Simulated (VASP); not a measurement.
# Ge (Fddd) in VASP: notebook, part 2 of 2

VASP 6.6.1. Earlier steps stand in the parts before.

## (3) Single point, r2SCAN (strain +0.0025 x Voigt [1, -1, 0, 0, 0, 0])

POSCAR reads:

```
Ge
1.0
    0.0000000000      2.8216980750      2.8287700000
    2.8358419250      0.0000000000      2.8287700000
    2.8358419250      2.8216980750      0.0000000000
Ge
2
Direct
    0.5000000000      0.5000000000      0.5000000000
    0.7500000000      0.7500000000      0.7500000000
```

INCAR.step1 reads:

```
SYSTEM = Ge
PREC = Accurate
ENCUT = 520
ISMEAR = 0
SIGMA = 0.05
LREAL = .False.
LASPH = .True.
NELM = 80
NBANDS = 21
GGA = PE
ALGO = Normal
EDIFF = 1E-4
LWAVE = .True.
LCHARG = .False.
```

INCAR.step2 reads:

```
SYSTEM = Ge
PREC = Accurate
ENCUT = 520
EDIFF = 1E-6
ISMEAR = 0
SIGMA = 0.05
LREAL = .False.
LASPH = .True.
NELM = 80
ALGO = Normal
ISIF = 2
LWAVE = .False.
LCHARG = .False.
METAGGA = R2SCAN
LMIXTAU = .True.
NBANDS = 21
ISTART = 1
```

KPOINTS reads:

```
regular mesh
0
Gamma
  10 10 10
  0 0 0
```

Potentials or basis: VASP PAW PBE potentials, release 64 (Ge_d).

The run is started by

```console
$ cat potpaw_PBE.64/Ge_d/POTCAR > POTCAR
$ cp INCAR.step1 INCAR
$ mpirun -np 1 vasp_std > vasp.out
$ cp INCAR.step2 INCAR
$ mpirun -np 1 vasp_std > vasp.out
```

OUTCAR:

```text
SYSTEM = Ge
   PREC = Accurate
   ENCUT = 520
   EDIFF = 1E-6
   ISMEAR = 0
   LREAL = .False.
   LASPH = .True.
   NELM = 80
   ISIF = 2
   METAGGA = R2SCAN
   ISTART = 1

 ion  position               nearest neighbor table
   1  0.500  0.500  0.500-   2 2.45   2 2.45   2 2.45   2 2.45
   2  0.750  0.750  0.750-   1 2.45   1 2.45   1 2.45   1 2.45

  LATTYP: Found a face centered orthorhombic cell.
 ALAT       =     5.6433961500
 B/A-ratio  =     1.0025062657
 C/A-ratio  =     1.0050125313

  Lattice vectors:

 A1 = (  -2.8358419250,   0.0000000000,  -2.8287700000)
 A2 = (  -2.8358419250,   2.8216980750,   0.0000000000)
 A3 = (   0.0000000000,   2.8216980750,  -2.8287700000)

Analysis of symmetry for initial positions (statically):
=====================================================================
 Subroutine PRICEL returns:
 Original cell was already a primitive cell.

 Routine SETGRP: Setting up the symmetry group for a
 face centered orthorhombic supercell.

 Subroutine GETGRP returns: Found  8 space group operations
 (whereof  4 operations were pure point group operations)
[... 157 lines left out ...]
 number of electron      28.0000022 magnetization

 Free energy of the ion-electron system (eV)
  ---------------------------------------------------
  ext. energy  EPLUGINS =         0.00000000
  ---------------------------------------------------
  free energy    TOTEN  =       -27.74131184 eV

  energy without entropy =      -27.74131184  energy(sigma->0) =      -27.74131184

 E-fermi :   5.0184     XC(G=0): -10.8201

 val. band max:        4.8232430348   @ k =   0.0000   0.0000   0.0000
 cond. band min:       5.2076660704   @ k =   0.0000   0.0000   0.0000
 fundamental gap:      0.3844230356
 Fermi energy:         5.0184262475

 k-point     1 :       0.0000    0.0000    0.0000
  band No.  band energies     occupation
      1     -20.6928      2.00000
      2     -20.6922      2.00000
      3     -20.6915      2.00000
      4     -20.6530      2.00000
      5     -20.6525      2.00000
      6     -20.4362      2.00000
[... 565 lines left out ...]
     20      17.1484      0.00000
     21      17.1731      0.00000

 [... further k-points ...]
[... 5 lines left out ...]
  --------------------------------------------------------------------------------------
  -------------------------------------------------------------------------------------
  Total        0.1409963      0.2593465      0.2007806      0.0000000      0.0000000      0.0000000
  in kB        4.9899722      9.1784799      7.1057879      0.0000000      0.0000000      0.0000000
  external PRESSURE =       7.0914133 kB  Pullay stress =       0.0000000 kB

 VOLUME and BASIS-vectors are now :
 -----------------------------------------------------------------------------
  energy-cutoff  :      520.00
  volume of cell :       45.27
      direct lattice vectors                 reciprocal lattice vectors
     0.000000000  2.821698075  2.828770000    -0.176314482  0.177198264  0.176755268
     2.835841925  0.000000000  2.828770000     0.176314482 -0.177198264  0.176755268
     2.835841925  2.821698075  0.000000000     0.176314482  0.177198264 -0.176755268

 POSITION                                       TOTAL-FORCE (eV/Angst)
 -----------------------------------------------------------------------------------
      2.83584      2.82170      2.82877         0.000000      0.000000      0.000000
      4.25376      4.23255      4.24315        -0.000000     -0.000000     -0.000000
 -----------------------------------------------------------------------------------
    total drift:                                0.000000     -0.000000     -0.000000

  FREE ENERGIE OF THE ION-ELECTRON SYSTEM (eV)
  ---------------------------------------------------
  free  energy   TOTEN  =       -27.7413118384 eV

  energy  without entropy=      -27.7413118384  energy(sigma->0) =      -27.74131184
```

OUTCAR.step1:

```text
SYSTEM = Ge
   PREC = Accurate
   ENCUT = 520
   ISMEAR = 0
   LREAL = .False.
   LASPH = .True.
[... 802 lines left out ...]
      2.83584      2.82170      2.82877         0.000000      0.000000      0.000000
      4.25376      4.23255      4.24315        -0.000000     -0.000000      0.000000
 -----------------------------------------------------------------------------------
    total drift:                                0.000000     -0.000000     -0.000000

  FREE ENERGIE OF THE ION-ELECTRON SYSTEM (eV)
  ---------------------------------------------------
  free  energy   TOTEN  =        -9.0063645094 eV

  energy  without entropy=       -9.0062869360  energy(sigma->0) =       -9.00632572
```

OSZICAR.step1:

```text
N       E                     dE             d eps       ncg     rms          rms(c)
DAV:   1     0.191635242131E+03    0.19164E+03   -0.14584E+04  8093   0.366E+03
DAV:   2     0.186724149456E+02   -0.17296E+03   -0.16727E+03  7202   0.616E+02
DAV:   3    -0.817449524072E+01   -0.26847E+02   -0.26664E+02  8312   0.143E+02
DAV:   4    -0.907911093325E+01   -0.90462E+00   -0.90406E+00  8077   0.308E+01
DAV:   5    -0.909395281736E+01   -0.14842E-01   -0.14842E-01  8277   0.435E+00    0.321E+00
DAV:   6    -0.903522279825E+01    0.58730E-01   -0.21910E-02  8210   0.144E+00    0.190E+00
DAV:   7    -0.900446699994E+01    0.30756E-01   -0.47885E-02  8030   0.194E+00    0.147E-01
DAV:   8    -0.900614656059E+01   -0.16796E-02   -0.57562E-03  8122   0.901E-01    0.433E-02
DAV:   9    -0.900635021810E+01   -0.20366E-03   -0.23974E-04  6749   0.171E-01    0.140E-02
DAV:  10    -0.900636450936E+01   -0.14291E-04   -0.26772E-05  5524   0.556E-02
   1 F= -.90063645E+01 E0= -.90063257E+01  d E =-.775734E-04
```

It took 5.6 min on 1 thread of Intel Xeon Platinum 8559C (Emerald Rapids), shared host; peak memory 0.26 GiB.

Results:

* Free energy: -27.7413 eV
* Pressure: 0.7 GPa
* Band gap on the k mesh: 0.38 eV, direct

Levels at points of the mesh, in eV from the valence-band top:
```tsv
k point	band 11	band 12	band 13	band 14	band 15	band 16	band 17	band 18
(0.00, 0.00, 0.00)	-13.33	-0.04	-0.02	0.00	0.38	2.68	2.69	2.71
(0.50, 0.00, 0.00)	-11.13	-7.89	-1.53	-1.48	0.42	3.96	3.99	7.64
(0.50, 0.50, 0.00)	-9.24	-9.24	-3.25	-3.25	0.95	0.95	10.08	10.08
(0.50, 0.00, 0.50)	-9.23	-9.23	-3.27	-3.27	0.93	0.93	10.09	10.09
(0.00, 0.50, 0.50)	-9.25	-9.25	-3.23	-3.23	0.97	0.97	10.08	10.08
```

Caveat: the cell differs from its parent crystal (strain +0.0025 x Voigt [1, -1, 0, 0, 0, 0]); the PAW data sets were made with another functional, which shifts forces and pressure a little. A k mesh can miss the band edges.
